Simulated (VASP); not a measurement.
# SnO (P4/nmm) in VASP: a series of runs

Runs on SnO. Level: r2SCAN. Tasks: single point.

All numbers are computed with VASP 6.6.1; they aren't measurements. Logs are shortened: lines on timing, memory, paths and dates and some standing lists are left out, and cuts for length are marked.

## (1) The cell of the first run

The structure is tetragonal, space group P4/nmm (No. 129). The conventional cell has a = 3.793 Å, b = 3.793 Å, c = 4.758 Å, α = 90.00°, β = 90.00°, γ = 90.00°. Within 2.9 Å of Sn (site symmetry 4mm) lie 4 O at 2.22 Å. O (site symmetry -4m2) has 4 Sn at 2.22 Å and 4 O at 2.68 Å within 2.9 Å.

## (2) Single point, r2SCAN

The input, POSCAR:

```
SnO
1.0
    3.7926488416      0.0000000000      0.0000000000
    0.0000000000      3.7926488416      0.0000000000
    0.0000000000      0.0000000000      4.7582137882
Sn O
2 2
Direct
    0.5000000000      0.0000000000      0.2410340873
    0.0000000000      0.5000000000      0.7589659127
    0.0000000000      0.0000000000      0.0000000000
    0.5000000000      0.5000000000      0.0000000000
```

The input, INCAR.step1:

```
SYSTEM = SnO
PREC     = Accurate       ! precision mode
ENCUT    = 910            ! plane-wave cutoff, eV
ISMEAR   = -1             ! smearing method
SIGMA    = 0.02           ! smearing width, eV
LREAL    = .False.        ! projectors in reciprocal space
LASPH    = .True.         ! aspherical terms in the spheres
NELM     = 120            ! most SCF steps
NBANDS   = 28             ! bands
GGA      = PE             ! functional
ALGO     = Normal         ! electronic algorithm
EDIFF    = 1E-5           ! SCF threshold, eV
LWAVE    = .True.         ! write WAVECAR
LCHARG   = .False.        ! write CHGCAR
GGA_COMPAT= .False.
```

The input, INCAR.step2:

```
SYSTEM = SnO
PREC     = Accurate       ! precision mode
ENCUT    = 910            ! plane-wave cutoff, eV
EDIFF    = 1E-6           ! SCF threshold, eV
ISMEAR   = -1             ! smearing method
SIGMA    = 0.02           ! smearing width, eV
LREAL    = .False.        ! projectors in reciprocal space
LASPH    = .True.         ! aspherical terms in the spheres
NELM     = 120            ! most SCF steps
ALGO     = Normal         ! electronic algorithm
ISIF     = 2              ! what is computed and relaxed
LWAVE    = .False.        ! write WAVECAR
LCHARG   = .False.        ! write CHGCAR
METAGGA  = R2SCAN         ! meta-GGA
LMIXTAU  = .True.       
NBANDS   = 28             ! bands
ISTART   = 1            
GGA_COMPAT= .False.
```

The input, KPOINTS:

```
regular mesh
0
Gamma
  6 6 6
  0 0 0
```

Potentials or basis: VASP PAW PBE potentials, release 64 (Sn_d, O_h).

Run with:

```bash
$ cat potpaw_PBE.64/Sn_d/POTCAR potpaw_PBE.64/O_h/POTCAR > POTCAR
$ cp INCAR.step1 INCAR
$ mpirun -np 1 vasp_std > vasp.out
$ cp INCAR.step2 INCAR
$ mpirun -np 1 vasp_std > vasp.out
```

OUTCAR:

```text
SYSTEM = SnO
   PREC = Accurate
   ENCUT = 910
   EDIFF = 1E-6
   ISMEAR = -1
   LREAL = .False.
   LASPH = .True.
   NELM = 120
   ISIF = 2
   METAGGA = R2SCAN
   ISTART = 1

 ion  position               nearest neighbor table
   1  0.500  0.000  0.241-   3 2.22   4 2.22   4 2.22   3 2.22   2 3.53   2 3.53   2 3.53   2 3.53
                             2 3.64   2 3.64   2 3.64   2 3.64
   2  0.000  0.500  0.759-   3 2.22   4 2.22   3 2.22   4 2.22   1 3.53   1 3.53   1 3.53   1 3.53
                             1 3.64   1 3.64   1 3.64   1 3.64
   3  0.000  0.000  0.000-   1 2.22   2 2.22   2 2.22   1 2.22
   4  0.500  0.500  0.000-   1 2.22   2 2.22   1 2.22   2 2.22

  LATTYP: Found a simple tetragonal cell.
 ALAT       =     3.7926488416
 C/A-ratio  =     1.2545885440

  Lattice vectors:

 A1 = (   3.7926488416,   0.0000000000,   0.0000000000)
 A2 = (   0.0000000000,   3.7926488416,   0.0000000000)
 A3 = (   0.0000000000,   0.0000000000,   4.7582137882)

Analysis of symmetry for initial positions (statically):
=====================================================================
 Subroutine PRICEL returns:
 Original cell was already a primitive cell.

 Routine SETGRP: Setting up the symmetry group for a
 simple tetragonal supercell.

 Subroutine GETGRP returns: Found 16 space group operations
 (whereof  8 operations were pure point group operations)
 out of a pool of 16 trial point group operations.

The static configuration has the point symmetry D_2d.
 The point group associated with its full space group is D_4h.

Analysis of symmetry for dynamics (positions and initial velocities):
=====================================================================
 Subroutine PRICEL returns:
 Original cell was already a primitive cell.

 Routine SETGRP: Setting up the symmetry group for a
 simple tetragonal supercell.

 Subroutine GETGRP returns: Found 16 space group operations
 (whereof  8 operations were pure point group operations)
 out of a pool of 16 trial point group operations.

The dynamic configuration has the point symmetry D_2d.
 The point group associated with its full space group is D_4h.

 Subroutine INISYM returns: Found 16 space group operations
 (whereof  8 operations are pure point group operations),
 and found     1 'primitive' translations

----------------------------------------------------------------------------------------
[... 95 lines left out ...]
   ENCUT  =  910.0 eV  66.88 Ry    8.18 a.u.   9.33  9.33 11.70*2*pi/ulx,y,z
   NELM   =    120;   NELMIN=  2; NELMDL=  0     # of ELM steps
   EDIFF  = 0.1E-05   stopping-criterion for ELM
   LREAL  =      F    real-space projection
   EDIFFG = 0.1E-04   stopping-criterion for IOM
   NSW    =      0    number of steps for IOM
   IBRION =     -1    ionic relax: 0-MD 1-quasi-New 2-CG
   NFREE  =      0    steps in history (QN), initial steepest desc. (CG)
   ISIF   =      2    stress and relaxation
   ISYM   =      2    0-nonsym 1-usesym 2-fastsym
   POTIM  = 0.5000    time-step for ionic-motion
   TEBEG  =    0.0;   TEEND  =   0.0 temperature during run
   PSTRESS=    0.0 pullay stress
   NELECT =      40.0000    total number of electrons
   NUPDOWN=      -1.0000    fix difference up-down
   EMIN   =  10.00;   EMAX   =-10.00  energy-range for DOS
   EFERMI =   0.00;   METHOD = LEGACY
   ISMEAR =    -1;   SIGMA  =   0.02  broadening in eV -4-tet -1-fermi 0-gaus
   EFERMI_NEDOS =   21; number of points for ismear=-14 and -15
   IALGO  =     38    algorithm
   IMIX   =      4    mixing-type and parameters
     AMIX     =   0.40;   BMIX     =  1.00
     AMIX_MAG =   1.60;   BMIX_MAG =  1.00
  volume/ion in A,a.u.               =      17.11       115.47
  Fermi-wavevector in a.u.,A,eV,Ry     =   1.368732  2.586528 25.489526  1.873427
  Thomas-Fermi vector in A             =   2.494670
   LORBIT       =      0    0 simple, 1 ext, 2 COOP (PROOUT), +10 PAW based schemes
   METAGGA = R2SCAN    functional components
   LHFCALC =     F    Hartree Fock is set to
   AEXX    =    0.0000 exact exchange contribution
   IVDW    =     0    specifies the selected vdW correction
   LEPSILON=     F    determine dielectric tensor
   LRPA    =     F    only Hartree local field effects (RPA)
 non-spin polarized calculation
  energy-cutoff  :      910.00
  volume of cell :       68.44
 maximum number of plane-waves:      4296
 NGX is ok and might be reduce to    40
   NGX = 19   NGY = 19   NGZ = 23

 number of electron      39.9999997 magnetization

 Free energy of the ion-electron system (eV)
  ---------------------------------------------------
  ext. energy  EPLUGINS =         0.00000000
  ---------------------------------------------------
  free energy    TOTEN  =       -66.91101687 eV

  energy without entropy =      -66.91069393  energy(sigma->0) =      -66.91085540

 E-fermi :   7.7272     XC(G=0): -11.0827

 val. band max:        7.7220258356   @ k =   0.0000   0.0000   0.0000
 cond. band min:       7.7526674517   @ k =   0.5000   0.5000   0.0000
 fundamental gap:      0.0306416161
 Fermi energy:         7.7271757083

 k-point     1 :       0.0000    0.0000    0.0000
  band No.  band energies     occupation
      1     -15.3478      2.00000
      2     -14.7602      2.00000
      3     -14.7550      2.00000
      4     -14.7550      2.00000
      5     -14.7015      2.00000
      6     -14.6826      2.00000
[... 733 lines left out ...]
     27      17.3785      0.00000
     28      17.3785      0.00000

 [... further k-points ...]

------------------------ aborting loop because EDIFF is reached ----------------------------------------

  FORCE on cell =-STRESS in cart. coord.  units (eV):
  Direction    XX          YY          ZZ          XY          YZ          ZX
  --------------------------------------------------------------------------------------
  -------------------------------------------------------------------------------------
  Total        0.7413097      0.7413097      0.7203429      0.0000000      0.0000000      0.0000000
  in kB       17.3532598     17.3532598     16.8624484      0.0000000      0.0000000      0.0000000
  external PRESSURE =      17.1896560 kB  Pullay stress =       0.0000000 kB

 VOLUME and BASIS-vectors are now :
 -----------------------------------------------------------------------------
  energy-cutoff  :      910.00
  volume of cell :       68.44
      direct lattice vectors                 reciprocal lattice vectors
     3.792648842  0.000000000  0.000000000     0.263667964  0.000000000  0.000000000
     0.000000000  3.792648842  0.000000000     0.000000000  0.263667964  0.000000000
     0.000000000  0.000000000  4.758213788     0.000000000  0.000000000  0.210162898

 POSITION                                       TOTAL-FORCE (eV/Angst)
 -----------------------------------------------------------------------------------
      1.89632      0.00000      1.14689         0.000000     -0.000000      0.104846
      0.00000      1.89632      3.61132        -0.000000      0.000000     -0.104846
      0.00000      0.00000      0.00000        -0.000000      0.000000      0.000000
      1.89632      1.89632      0.00000         0.000000      0.000000      0.000000
 -----------------------------------------------------------------------------------
    total drift:                               -0.000000      0.000000      0.000000

  FREE ENERGIE OF THE ION-ELECTRON SYSTEM (eV)
  ---------------------------------------------------
  free  energy   TOTEN  =       -66.9110168748 eV

  energy  without entropy=      -66.9106939278  energy(sigma->0) =      -66.91085540
```

Wall time 6.6 min (1 thread of Intel Xeon Platinum 8488C (Sapphire Rapids), shared host); peak memory 0.38 GiB.

Results:

```
Free energy            : -66.9110 eV
Pressure               : 1.7 GPa
Largest force          : 0.105 eV/Å
Band gap on the k mesh : 0.03 eV (least direct gap 2.20 eV)
```

Forces on the atoms (eV/Å):
```
Sn   0.000  0.000  0.105
Sn   0.000  0.000 -0.105
O    0.000  0.000  0.000
O    0.000  0.000  0.000
```

Levels at points of the mesh, in eV from the valence-band top:
```
           k point  band 17  band 18  band 19  band 20  band 21  band 22  band 23  band 24
(0.00, 0.00, 0.00)    -3.99    -3.69    -3.69     0.00     2.48     4.74     4.74     4.77
(0.50, 0.00, 0.00)    -5.40    -5.40    -3.10    -3.10     3.55     3.55     6.15     6.15
(0.50, 0.50, 0.00)    -3.00    -3.00    -2.17    -2.17     0.03     0.03     4.76     4.76
(0.00, 0.00, 0.50)    -3.70    -3.70    -2.96    -2.62     1.96     2.96     2.96     3.73
(0.50, 0.00, 0.50)    -5.35    -5.35    -2.08    -2.08     2.86     2.86     5.59     5.59
(0.50, 0.50, 0.50)    -3.04    -3.04    -3.01    -3.01     2.37     2.37     4.53     4.53
```

Caveat: the cutoff is under 1.25 times the usual one of these potentials, so pressure, stress and relaxed cells hold a basis-set (Pulay) error; the PAW data sets were made with another functional, which shifts forces and pressure a little; spin-orbit coupling is left out, which moves the levels of the heavy elements. A k mesh can miss the band edges.

## (3) Single point, r2SCAN (uniaxial z strain +4.7%)

The input, POSCAR:

```
SnO
1.0
    3.7926488416      0.0000000000      0.0000000000
    0.0000000000      3.7926488416      0.0000000000
    0.0000000000      0.0000000000      4.9828014790
Sn O
2 2
Direct
    0.5000000000      0.0000000000      0.2315746403
    0.0000000000      0.5000000000      0.7684253597
    0.0000000000      0.0000000000      0.0000000000
    0.5000000000      0.5000000000      0.0000000000
```

The input, INCAR.step1:

```
PREC = Accurate
ENCUT = 910
ISMEAR = 0
SIGMA = 0.01
LREAL = False
LASPH = True
NELM = 120
NBANDS = 28
GGA = PE
ALGO = Normal
EDIFF = 1E-5
LWAVE = True
LCHARG = False
GGA_COMPAT = False
```

The input, INCAR.step2:

```
PREC = Accurate
ENCUT = 910
EDIFF = 1E-6
ISMEAR = 0
SIGMA = 0.01
LREAL = False
LASPH = True
NELM = 120
ALGO = Normal
ISIF = 2
LWAVE = False
LCHARG = False
METAGGA = R2SCAN
LMIXTAU = True
NBANDS = 28
ISTART = 1
GGA_COMPAT = False
```

The input, KPOINTS:

```
Automatic mesh
0
Gamma
  6 6 6
```

Potentials or basis: VASP PAW PBE potentials, release 64 (Sn_d, O_h).

Run with:

```bash
$ cat potpaw_PBE.64/Sn_d/POTCAR potpaw_PBE.64/O_h/POTCAR > POTCAR
$ cp INCAR.step1 INCAR
$ mpirun -np 1 vasp_std > vasp.out
$ cp INCAR.step2 INCAR
$ mpirun -np 1 vasp_std > vasp.out
```

Wall time 7.5 min (1 thread of AMD EPYC 9R45 (Zen 5), shared host); peak memory 0.36 GiB.

The run converged. Its results:

```yaml
Free_energy: -66.9232 eV
Pressure: 0.8 GPa
Largest_force: 0.118 eV/Å
Band_gap_on_the_k_mesh: 0.35 eV (least direct gap 2.34 eV)
```

Forces in eV/Å, atoms in the order of the input:
```
Sn   0.000  0.000  0.118
Sn   0.000  0.000 -0.118
O    0.000  0.000  0.000
O    0.000  0.000  0.000
```

Stress tensor (GPa, compression positive):
```
1.14 0.00 0.00
0.00 1.14 0.00
0.00 0.00 0.26
```

Levels at points of the mesh, in eV from the valence-band top:
| k point | band 17 | band 18 | band 19 | band 20 | band 21 | band 22 | band 23 | band 24 |
| --- | --- | --- | --- | --- | --- | --- | --- | --- |
| (0.00, 0.00, 0.00) | -3.92 | -3.58 | -3.58 | 0.00 | 2.34 | 4.29 | 5.05 | 5.05 |
| (0.50, 0.00, 0.00) | -5.28 | -5.28 | -2.91 | -2.91 | 3.29 | 3.29 | 6.20 | 6.20 |
| (0.50, 0.50, 0.00) | -2.90 | -2.90 | -2.11 | -2.11 | 0.35 | 0.35 | 4.67 | 4.67 |
| (0.00, 0.00, 0.50) | -3.59 | -3.59 | -3.31 | -2.60 | 2.03 | 3.33 | 3.33 | 3.95 |
| (0.50, 0.00, 0.50) | -5.25 | -5.25 | -2.02 | -2.02 | 2.62 | 2.62 | 5.84 | 5.84 |
| (0.50, 0.50, 0.50) | -2.90 | -2.90 | -2.78 | -2.78 | 2.53 | 2.53 | 4.11 | 4.11 |

Caveat: the cell differs from its parent crystal (uniaxial z strain +4.7%); the cutoff is under 1.25 times the usual one of these potentials, so pressure, stress and relaxed cells hold a basis-set (Pulay) error; the PAW data sets were made with another functional, which shifts forces and pressure a little; spin-orbit coupling is left out, which moves the levels of the heavy elements. A k mesh can miss the band edges.
